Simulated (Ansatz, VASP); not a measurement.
**HfB4: VASP beside Ansatz**

```xyz
10
Lattice="3.1185 0.0000 0.0000 -1.5592 2.7007 0.0000 0.0000 0.0000 10.7381" Properties=species:S:1:pos:R:3 pbc="T T T"
Hf    0.0000    1.8005    8.0536
Hf    1.5592    0.9002    2.6845
B     1.5592    0.9002    6.5151
B     0.0000    0.0000    6.2858
B     1.5592    0.9002    9.5921
B     0.0000    0.0000    9.8214
B     0.0000    1.8005    1.1460
B     0.0000    0.0000    0.9167
B     0.0000    1.8005    4.2230
B     0.0000    0.0000    4.4523
```

Alike in both runs: functional PBE; dispersion D3(BJ); k mesh 6 × 6 × 2; occupations gaussian, width 0.1 eV; no spin polarisation.

Ansatz relaxed the structure, and its values are those at the end. VASP's run is a single point on that final structure, the one shown.

|  | VASP | Ansatz |
| --- | --- | --- |
| version | VASP 6.6.1 | Ansatz 0.2.0 |
| potentials or method | VASP PAW PBE potentials, release 64 (Hf_pv, B), cutoff 520 eV | scalar-relativistic, plane waves, PAW |
| valence electrons in the cell | 44 | 76 |

Ansatz gave:

```
gap on the k mesh at the Fermi level (eV) : none
pressure (GPa)                            : -0.1
rms of the force components (eV/Å)        : 0.007
```

**Question.** What did VASP give for the same quantities?

**Answer.** gap on the k mesh at the Fermi level (eV): none; pressure (GPa): -0.2; rms of the force components (eV/Å): 0.013.

A gap of «none» marks a metal or a gap that the smearing closes. VASP's potentials hold 44 valence electrons a cell and Ansatz's 76, so a difference there can come from the potentials and not from the codes.

The k mesh is coarse, so the values compare programs but aren't converged. Spin-orbit coupling is off throughout.
